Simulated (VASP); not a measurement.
Wanted: the native input for a VASP 6.6.1 run.

| Quantity | Value |
| --- | --- |
| Task | relaxation of cell and atoms |
| Functional | PBEsol |
| Potentials or basis | VASP PAW PBE potentials, release 64 (Pd) |
| Cutoff | 600 eV |
| k mesh | 9 × 9 × 9 |
| Occupations | gaussian, width 0.1 eV |
| Spin | no spin polarisation |
| Target pressure | 20 GPa |
| Dipole correction | no |
| Further INCAR settings | ALGO = Normal; EDIFF = 1e-06; IBRION = 2; EDIFFG = -0.01; NSW = 80; ISIF = 3 |

The structure of Pd lies in POSCAR:

```
Pd
1.0
    2.5300000000      0.0000000000      0.0000000000
    0.0000000000      2.5300000000      0.0000000000
    0.0000000000      0.0000000000      2.5300000000
Pd
1
Direct
    0.0000000000      0.0000000000      0.0000000000
```

One way to write it, as run:

INCAR

```
PREC = Accurate ; ENCUT = 600
EDIFF = 1E-6 ; ISMEAR = 0
SIGMA = 0.1 ; LREAL = False
LASPH = True ; NELM = 60
ALGO = Normal ; ISIF = 3
LWAVE = False ; LCHARG = False
GGA = PS ; IBRION = 2
NSW = 80 ; EDIFFG = -0.01
PSTRESS = 200.0
```

KPOINTS

```
regular mesh
0
Gamma
  9 9 9
```

Potentials or basis: VASP PAW PBE potentials, release 64 (Pd).

Command:

```console
$ cat potpaw_PBE.64/Pd/POTCAR > POTCAR
$ mpirun -np 1 vasp_std > vasp.out
```

Results of the run:

- Relaxed volume: 15.20 Å³/atom
- Relaxed cell: a = 2.477 Å, b = 2.477 Å, c = 2.477 Å, α = 90.00°, β = 90.00°, γ = 90.00°
- Space group after relaxing (to 0.05 Å): Pm-3m (No. 221)
- Energy change on relaxing (the enthalpy is what falls): +78.6 meV/atom
- Ionic steps: 7
- Pressure after relaxing: 20.0 GPa
- Band gap on the k mesh: zero (band 5 reaches 10.69 eV, above the bottom of band 6 at 8.71 eV)

Caveat: the cell is relaxed towards a set pressure, so the enthalpy falls and the energy may rise; the PAW data sets were made with another functional, which shifts forces and pressure a little.

Wall time 11 s on 1 thread of Intel(R) Xeon(R) 6975P-C (Granite Rapids), on a shared host, peak memory 0.13 GiB.
